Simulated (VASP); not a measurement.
# C (P6_3/mmc) in VASP: a series of runs

The runs below take C through single point, with PBE, r2SCAN.

All numbers are computed with VASP 6.6.1; they aren't measurements. Logs are shortened: lines on timing, memory, paths and dates and some standing lists are left out, and cuts for length are marked.

### 1 The cell of the first run

The structure is hexagonal, space group P6_3/mmc (No. 194). The conventional cell has a = 2.503 Å, b = 2.503 Å, c = 3.983 Å, α = 90.00°, β = 90.00°, γ = 120.00°. C (site symmetry 3m) has 4 C at 1.50 to 1.53 Å within 2.0 Å.

### 2 Single point, PBE (uniaxial z strain -4.5%)

The input, INCAR:

```
PREC = Accurate
ENCUT = 520
EDIFF = 1E-6
ISMEAR = -1
SIGMA = 0.02
LREAL = False
LASPH = True
NELM = 100
ALGO = Normal
ISIF = 2
LWAVE = False
LCHARG = False
GGA = PE
NBANDS = 16
```

The input, KPOINTS:

```
regular mesh
0
Gamma
  12 12 6
```

The input, POSCAR:

```
C
1.0
    2.5031953697      0.0000000000      0.0000000000
   -1.2515976849      2.1678307808      0.0000000000
    0.0000000000      0.0000000000      3.9825208275
C
4
Direct
    0.3333333333      0.6666666667     -0.0002302957
    0.6666666667      0.3333333333      0.4997697043
    0.3333333333      0.6666666667      0.3752302957
    0.6666666667      0.3333333333      0.8752302957
```

Potentials or basis: VASP PAW PBE potentials, release 64 (C).

The run is started by

```console
$ cat potpaw_PBE.64/C/POTCAR > POTCAR
$ mpirun -np 1 vasp_std > vasp.out
```

OUTCAR:

```text
PREC = Accurate
   ENCUT = 520
   EDIFF = 1E-6
   ISMEAR = -1
   LREAL = False
   LASPH = True
   NELM = 100
   ISIF = 2
   GGA = PE

 ion  position               nearest neighbor table
   1  0.333  0.667  1.000-   3 1.50   4 1.53   4 1.53   4 1.53
   2  0.667  0.333  0.500-   4 1.50   3 1.53   3 1.53   3 1.53
   3  0.333  0.667  0.375-   1 1.50   2 1.53   2 1.53   2 1.53
   4  0.667  0.333  0.875-   2 1.50   1 1.53   1 1.53   1 1.53

  LATTYP: Found a hexagonal cell.
 ALAT       =     2.5031953697
 C/A-ratio  =     1.5909748299

  Lattice vectors:

 A1 = (   2.5031953697,   0.0000000000,   0.0000000000)
 A2 = (  -1.2515976849,   2.1678307808,   0.0000000000)
 A3 = (   0.0000000000,   0.0000000000,   3.9825208275)

Analysis of symmetry for initial positions (statically):
=====================================================================
 Subroutine PRICEL returns:
 Original cell was already a primitive cell.

 Routine SETGRP: Setting up the symmetry group for a
 hexagonal supercell.

 Subroutine GETGRP returns: Found 24 space group operations
 (whereof  6 operations were pure point group operations)
 out of a pool of 24 trial point group operations.

The static configuration has the point symmetry C_3v.
 The point group associated with its full space group is D_6h.

Analysis of symmetry for dynamics (positions and initial velocities):
=====================================================================
 Subroutine PRICEL returns:
 Original cell was already a primitive cell.

 Routine SETGRP: Setting up the symmetry group for a
 hexagonal supercell.

 Subroutine GETGRP returns: Found 24 space group operations
 (whereof  6 operations were pure point group operations)
 out of a pool of 24 trial point group operations.

The dynamic configuration has the point symmetry C_3v.
 The point group associated with its full space group is D_6h.

 Subroutine INISYM returns: Found 24 space group operations
 (whereof  6 operations are pure point group operations),
 and found     1 'primitive' translations

----------------------------------------------------------------------------------------

                                     Primitive cell

  volume of cell :      21.6112

  direct lattice vectors                    reciprocal lattice vectors
[... 86 lines left out ...]
   LNONCOLLINEAR =      F non collinear calculations
   LSORBIT =      F    spin-orbit coupling
   LASPH  =      T    aspherical Exc in radial PAW
   ENCUT  =  520.0 eV  38.22 Ry    6.18 a.u.   4.65  4.65  7.40*2*pi/ulx,y,z
   NELM   =    100;   NELMIN=  2; NELMDL= -5     # of ELM steps
   EDIFF  = 0.1E-05   stopping-criterion for ELM
   LREAL  =      F    real-space projection
   EDIFFG = 0.1E-04   stopping-criterion for IOM
   NSW    =      0    number of steps for IOM
   IBRION =     -1    ionic relax: 0-MD 1-quasi-New 2-CG
   NFREE  =      0    steps in history (QN), initial steepest desc. (CG)
   ISIF   =      2    stress and relaxation
   ISYM   =      2    0-nonsym 1-usesym 2-fastsym
   POTIM  = 0.5000    time-step for ionic-motion
   TEBEG  =    0.0;   TEEND  =   0.0 temperature during run
   PSTRESS=    0.0 pullay stress
   NELECT =      16.0000    total number of electrons
   NUPDOWN=      -1.0000    fix difference up-down
   EMIN   =  10.00;   EMAX   =-10.00  energy-range for DOS
   EFERMI =   0.00;   METHOD = LEGACY
   ISMEAR =    -1;   SIGMA  =   0.02  broadening in eV -4-tet -1-fermi 0-gaus
   EFERMI_NEDOS =   21; number of points for ismear=-14 and -15
   IALGO  =     38    algorithm
   IMIX   =      4    mixing-type and parameters
     AMIX     =   0.40;   BMIX     =  1.00
     AMIX_MAG =   1.60;   BMIX_MAG =  1.00
  volume/ion in A,a.u.               =       5.40        36.46
  Fermi-wavevector in a.u.,A,eV,Ry     =   1.481001  2.798687 29.842539  2.193365
  Thomas-Fermi vector in A             =   2.594966
   LORBIT       =      0    0 simple, 1 ext, 2 COOP (PROOUT), +10 PAW based schemes
   GGA     = PE    functional components
   LHFCALC =     F    Hartree Fock is set to
   AEXX    =    0.0000 exact exchange contribution
   IVDW    =     0    specifies the selected vdW correction
   LEPSILON=     F    determine dielectric tensor
   LRPA    =     F    only Hartree local field effects (RPA)
 non-spin polarized calculation
  energy-cutoff  :      520.00
  volume of cell :       21.61
 maximum number of plane-waves:       592
 NGX is ok and might be reduce to    20
   NGX =  9   NGY =  9   NGZ = 15

 number of electron      16.0000001 magnetization

 Free energy of the ion-electron system (eV)
  ---------------------------------------------------
  ext. energy  EPLUGINS =         0.00000000
  ---------------------------------------------------
  free energy    TOTEN  =       -36.03123427 eV

  energy without entropy =      -36.03123427  energy(sigma->0) =      -36.03123427

 E-fermi :  11.1707     XC(G=0): -13.4838

 val. band max:       10.7972299270   @ k =   0.0000   0.0000   0.0000
 cond. band min:      14.0522337157   @ k =   0.3333   0.3333   0.0000
 fundamental gap:      3.2550037887
 Fermi energy:        11.1706755063

 k-point     1 :       0.0000    0.0000    0.0000
  band No.  band energies     occupation
      1     -11.7241      2.00000
      2      -5.1873      2.00000
      3      -3.5308      2.00000
      4       7.0524      2.00000
      5       7.0524      2.00000
      6      10.2745      2.00000
[... 433 lines left out ...]
      3      -0.9556      2.00000
      4       0.9722      2.00000
      5       3.4081      2.00000
      6       4.4599      2.00000
[... 8 lines left out ...]
     15      25.8025      0.00000
     16      27.8554      0.00000

 [... further k-points ...]
[... 5 lines left out ...]
  --------------------------------------------------------------------------------------
  -------------------------------------------------------------------------------------
  Total        0.8526642      0.8526642     10.0266136     -0.0000000      0.0000000      0.0000000
  in kB       63.2135853     63.2135853    743.3385918     -0.0000000      0.0000000      0.0000000
  external PRESSURE =     289.9219208 kB  Pullay stress =       0.0000000 kB

 VOLUME and BASIS-vectors are now :
 -----------------------------------------------------------------------------
  energy-cutoff  :      520.00
  volume of cell :       21.61
      direct lattice vectors                 reciprocal lattice vectors
     2.503195370  0.000000000  0.000000000     0.399489393  0.230645309  0.000000000
    -1.251597685  2.167830781  0.000000000     0.000000000  0.461290618  0.000000000
     0.000000000  0.000000000  3.982520828     0.000000000  0.000000000  0.251097243

 POSITION                                       TOTAL-FORCE (eV/Angst)
 -----------------------------------------------------------------------------------
     -0.00000      1.44522      3.98160         0.000000      0.000000     -0.072633
      1.25160      0.72261      1.99034         0.000000      0.000000     -0.072633
     -0.00000      1.44522      1.49436         0.000000     -0.000000      0.072633
      1.25160      0.72261      3.48562        -0.000000      0.000000      0.072633
 -----------------------------------------------------------------------------------
    total drift:                               -0.000000      0.000000     -0.000023

  FREE ENERGIE OF THE ION-ELECTRON SYSTEM (eV)
  ---------------------------------------------------
  free  energy   TOTEN  =       -36.0312342700 eV

  energy  without entropy=      -36.0312342700  energy(sigma->0) =      -36.03123427
```

stdout:

```text
POSCAR found type information on POSCAR C
 POSCAR found :  1 types and       4 ions
 scaLAPACK will be used
 LDA part: xc-table for (Slater+PW92), standard interpolation
 POSCAR, INCAR and KPOINTS ok, starting setup
 FFT: planning ... GRIDC
 FFT: planning ... GRID_SOFT
 FFT: planning ... GRID
 WAVECAR not read
 entering main loop
```

It took 8.5 s on 1 thread of Intel Xeon 6975P-C (Granite Rapids), shared host; peak memory 0.13 GiB.

What came out:

| Property | Result |
| --- | --- |
| Free energy | -36.0312 eV |
| Pressure | 29.0 GPa |
| Largest force | 0.073 eV/Å |
| Band gap on the k mesh | 3.25 eV, indirect (least direct gap 4.48 eV) |

Forces in eV/Å, atoms in the order of the input:
```
C    0.000  0.000 -0.073
C    0.000  0.000 -0.073
C    0.000  0.000  0.073
C    0.000  0.000  0.073
```

Stress tensor (GPa, compression positive):
```
 6.32  0.00  0.00
 0.00  6.32  0.00
 0.00  0.00 74.33
```

Caveat: the cell differs from its parent crystal (uniaxial z strain -4.5%). A k mesh can miss the band edges.

### 3 Single point, r2SCAN (uniaxial z strain -4.5%)

POSCAR is that of step 2.

The input, INCAR.step1:

```
SYSTEM = C
PREC = Accurate ; ENCUT = 520
ISMEAR = 0 ; SIGMA = 0.01
LREAL = .False. ; LASPH = .True.
NELM = 100 ; NBANDS = 16
GGA = PE ; ALGO = Normal
EDIFF = 1E-4 ; LWAVE = .True.
LCHARG = .False.
```

The input, INCAR.step2:

```
SYSTEM = C
PREC = Accurate ; ENCUT = 520
EDIFF = 1E-7 ; ISMEAR = 0
SIGMA = 0.01 ; LREAL = .False.
LASPH = .True. ; NELM = 100
ALGO = Normal ; ISIF = 2
LWAVE = .False. ; LCHARG = .False.
METAGGA = R2SCAN ; LMIXTAU = .True.
NBANDS = 16 ; ISTART = 1
```

The input, KPOINTS:

```
regular mesh
0
Gamma
  12 12 6
  0 0 0
```

Potentials or basis: VASP PAW PBE potentials, release 64 (C).

The run is started by

```console
$ cat potpaw_PBE.64/C/POTCAR > POTCAR
$ cp INCAR.step1 INCAR
$ mpirun -np 1 vasp_std > vasp.out
$ cp INCAR.step2 INCAR
$ mpirun -np 1 vasp_std > vasp.out
```

OUTCAR:

```text
SYSTEM = C
   PREC = Accurate
   ENCUT = 520
   EDIFF = 1E-7
   ISMEAR = 0
   LREAL = .False.
   LASPH = .True.
   NELM = 100
   ISIF = 2
   METAGGA = R2SCAN
   ISTART = 1

 ion  position               nearest neighbor table
   1  0.333  0.667  1.000-   3 1.50   4 1.53   4 1.53   4 1.53
   2  0.667  0.333  0.500-   4 1.50   3 1.53   3 1.53   3 1.53
   3  0.333  0.667  0.375-   1 1.50   2 1.53   2 1.53   2 1.53
   4  0.667  0.333  0.875-   2 1.50   1 1.53   1 1.53   1 1.53

  LATTYP: Found a hexagonal cell.
 ALAT       =     2.5031953697
 C/A-ratio  =     1.5909748299

  Lattice vectors:

 A1 = (   2.5031953697,   0.0000000000,   0.0000000000)
 A2 = (  -1.2515976849,   2.1678307808,   0.0000000000)
 A3 = (   0.0000000000,   0.0000000000,   3.9825208275)

Analysis of symmetry for initial positions (statically):
=====================================================================
 Subroutine PRICEL returns:
 Original cell was already a primitive cell.

 Routine SETGRP: Setting up the symmetry group for a
 hexagonal supercell.

 Subroutine GETGRP returns: Found 24 space group operations
 (whereof  6 operations were pure point group operations)
 out of a pool of 24 trial point group operations.

The static configuration has the point symmetry C_3v.
 The point group associated with its full space group is D_6h.

Analysis of symmetry for dynamics (positions and initial velocities):
=====================================================================
 Subroutine PRICEL returns:
 Original cell was already a primitive cell.

 Routine SETGRP: Setting up the symmetry group for a
 hexagonal supercell.

 Subroutine GETGRP returns: Found 24 space group operations
 (whereof  6 operations were pure point group operations)
 out of a pool of 24 trial point group operations.

The dynamic configuration has the point symmetry C_3v.
 The point group associated with its full space group is D_6h.

 Subroutine INISYM returns: Found 24 space group operations
 (whereof  6 operations are pure point group operations),
 and found     1 'primitive' translations
[... 116 lines left out ...]
   IALGO  =     38    algorithm
   IMIX   =      4    mixing-type and parameters
     AMIX     =   0.40;   BMIX     =  1.00
     AMIX_MAG =   1.60;   BMIX_MAG =  1.00
  volume/ion in A,a.u.               =       5.40        36.46
  Fermi-wavevector in a.u.,A,eV,Ry     =   1.481001  2.798687 29.842539  2.193365
  Thomas-Fermi vector in A             =   2.594966
   LORBIT       =      0    0 simple, 1 ext, 2 COOP (PROOUT), +10 PAW based schemes
   METAGGA = R2SCAN    functional components
   LHFCALC =     F    Hartree Fock is set to
   AEXX    =    0.0000 exact exchange contribution
   IVDW    =     0    specifies the selected vdW correction
   LEPSILON=     F    determine dielectric tensor
   LRPA    =     F    only Hartree local field effects (RPA)
 non-spin polarized calculation
 Gauss-broadening in eV      SIGMA  =   0.01
  energy-cutoff  :      520.00
  volume of cell :       21.61
 maximum number of plane-waves:       592
 NGX is ok and might be reduce to    20
   NGX =  9   NGY =  9   NGZ = 15

 number of electron      16.0000001 magnetization

 Free energy of the ion-electron system (eV)
  ---------------------------------------------------
  ext. energy  EPLUGINS =         0.00000000
  ---------------------------------------------------
  free energy    TOTEN  =       -38.98107129 eV

  energy without entropy =      -38.98107129  energy(sigma->0) =      -38.98107129

 E-fermi :  10.9627     XC(G=0): -14.5137

 val. band max:       10.8051496671   @ k =   0.0000   0.0000   0.0000
 cond. band min:      14.3138449028   @ k =   0.3333   0.3333   0.0000
 fundamental gap:      3.5086952357
 Fermi energy:        10.9627016564

 k-point     1 :       0.0000    0.0000    0.0000
  band No.  band energies     occupation
      1     -12.9756      2.00000
      2      -6.2481      2.00000
      3      -4.2279      2.00000
      4       6.8333      2.00000
      5       6.8333      2.00000
      6      10.2486      2.00000
[... 433 lines left out ...]
      3      -1.6981      2.00000
      4       0.4788      2.00000
      5       2.9229      2.00000
      6       4.1054      2.00000
[... 8 lines left out ...]
     15      26.7012      0.00000
     16      28.7834      0.00000

 [... further k-points ...]
[... 5 lines left out ...]
  --------------------------------------------------------------------------------------
  -------------------------------------------------------------------------------------
  Total        0.2331092      0.2331092      9.8291962     -0.0000000      0.0000000      0.0000000
  in kB       17.2819099     17.2819099    728.7027472     -0.0000000      0.0000000      0.0000000
  external PRESSURE =     254.4221890 kB  Pullay stress =       0.0000000 kB

 VOLUME and BASIS-vectors are now :
 -----------------------------------------------------------------------------
  energy-cutoff  :      520.00
  volume of cell :       21.61
      direct lattice vectors                 reciprocal lattice vectors
     2.503195370  0.000000000  0.000000000     0.399489393  0.230645309  0.000000000
    -1.251597685  2.167830781  0.000000000     0.000000000  0.461290618  0.000000000
     0.000000000  0.000000000  3.982520828     0.000000000  0.000000000  0.251097243

 POSITION                                       TOTAL-FORCE (eV/Angst)
 -----------------------------------------------------------------------------------
     -0.00000      1.44522      3.98160        -0.000000      0.000000     -0.011237
      1.25160      0.72261      1.99034         0.000000     -0.000000     -0.011237
     -0.00000      1.44522      1.49436        -0.000000     -0.000000      0.011237
      1.25160      0.72261      3.48562         0.000000      0.000000      0.011237
 -----------------------------------------------------------------------------------
    total drift:                               -0.000000      0.000000     -0.000056

  FREE ENERGIE OF THE ION-ELECTRON SYSTEM (eV)
  ---------------------------------------------------
  free  energy   TOTEN  =       -38.9810712871 eV

  energy  without entropy=      -38.9810712871  energy(sigma->0) =      -38.98107129
```

OUTCAR.step1:

```text
SYSTEM = C
   PREC = Accurate
   ENCUT = 520
   ISMEAR = 0
   LREAL = .False.
   LASPH = .True.
[... 688 lines left out ...]
      1.25160      0.72261      1.99034         0.000000      0.000000     -0.071476
     -0.00000      1.44522      1.49436         0.000000     -0.000000      0.071476
      1.25160      0.72261      3.48562        -0.000000     -0.000000      0.071476
 -----------------------------------------------------------------------------------
    total drift:                               -0.000000      0.000000     -0.000023

  FREE ENERGIE OF THE ION-ELECTRON SYSTEM (eV)
  ---------------------------------------------------
  free  energy   TOTEN  =       -36.0311910481 eV

  energy  without entropy=      -36.0311910481  energy(sigma->0) =      -36.03119105
```

Run time: 42 s. Hardware: 1 thread of Intel Xeon 6975P-C (Granite Rapids), shared host; peak memory 0.14 GiB.

Results:

| Item | Value |
| --- | --- |
| Free energy | -38.9811 eV |
| Pressure | 25.4 GPa |
| Largest force | 0.011 eV/Å |
| Band gap on the k mesh | 3.51 eV, indirect (least direct gap 4.67 eV) |

Forces in eV/Å, atoms in the order of the input:
```
C    0.000  0.000 -0.011
C    0.000  0.000 -0.011
C    0.000  0.000  0.011
C    0.000  0.000  0.011
```

Caveat: the cell differs from its parent crystal (uniaxial z strain -4.5%); the PAW data sets were made with another functional, which shifts forces and pressure a little. A k mesh can miss the band edges.
